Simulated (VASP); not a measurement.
Write the native input for VASP 6.6.1 that does the following.

* Task: G0W0 quasiparticle levels
* Functional: PBE
* Potentials or basis: VASP PAW PBE potentials, release 64 (Ga_d_GW, N_GW)
* Cutoff: 500 eV
* k mesh: 4 × 4 × 4
* Occupations: gaussian, width 0.01 eV
* Spin: no spin polarisation
* Dipole correction: no
* GW scheme: G0W0
* GW iterations: 1
* Cutoff of the response function: 150
* Frequency points: 48
* Empty bands: 120
* Further INCAR settings: ALGO = EVGW0; EDIFF = 1e-08; NBANDS = 129

GaN:

```
CELL_PARAMETERS angstrom
0.00000 2.10852 2.10852
2.10852 0.00000 2.10852
2.10852 2.10852 0.00000
ATOMIC_POSITIONS crystal
Ga 0.50000 0.50000 0.50000
N 0.00000 0.00000 0.00000
```

One way to write it, as run:

POSCAR

```
GaN
1.0
    0.0000000000      2.1085153689      2.1085153689
    2.1085153689      0.0000000000      2.1085153689
    2.1085153689      2.1085153689      0.0000000000
Ga N
1 1
Direct
    0.5000000000      0.5000000000      0.5000000000
    0.0000000000      0.0000000000      0.0000000000
```

INCAR.step1

```
SYSTEM = GaN
ALGO = Normal
EDIFF = 1E-8
ENCUT = 500
GGA = PE
ISMEAR = 0
LASPH = .True.
LCHARG = .False.
LREAL = .False.
LWAVE = .True.
NELM = 100
PREC = Accurate
SIGMA = 0.01
```

INCAR.step2

```
SYSTEM = GaN
ALGO = Exact
EDIFF = 1E-8
ENCUT = 500
GGA = PE
ISMEAR = 0
ISTART = 1
LASPH = .True.
LCHARG = .False.
LOPTICS = .True.
LREAL = .False.
LWAVE = .True.
NBANDS = 129
NELM = 1
PREC = Accurate
SIGMA = 0.01
```

INCAR.step3

```
SYSTEM = GaN
ALGO = EVGW0
EDIFF = 1E-8
ENCUT = 500
ENCUTGW = 150.0
GGA = PE
ISMEAR = 0
ISTART = 1
LASPH = .True.
LCHARG = .False.
LREAL = .False.
LWAVE = .False.
NBANDS = 129
NBANDSGW = 17
NELMGW = 1
NOMEGA = 48
PREC = Accurate
PRECFOCK = Fast
SIGMA = 0.01
```

KPOINTS

```
k-points
0
Gamma
  4 4 4
  0 0 0
```

Potentials or basis: VASP PAW PBE potentials, release 64 (Ga_d_GW, N_GW).

The run is started by

```bash
$ cat potpaw_PBE.64/Ga_d_GW/POTCAR potpaw_PBE.64/N_GW/POTCAR > POTCAR
$ cp INCAR.step1 INCAR
$ mpirun -np 1 vasp_std > vasp.out
$ cp INCAR.step2 INCAR
$ mpirun -np 1 vasp_std > vasp.out
$ cp INCAR.step3 INCAR
$ mpirun -np 1 vasp_std > vasp.out
```

Results of the run:

* Quasiparticle gap: 1.60 eV
* Least direct quasiparticle gap: 3.80 eV
* Band gap of the starting levels on the mesh: 0.72 eV
* Least direct gap of the starting levels on the mesh: 2.80 eV

Caveat: the k points lie up to 0.65 Å⁻¹ apart; bands, screening cutoff and mesh are small and nothing is extrapolated, so the quasiparticle values aren't converged.

Run time: 110 s on 1 thread of Intel Xeon 8259CL (shared host), peak memory 0.22 GiB.
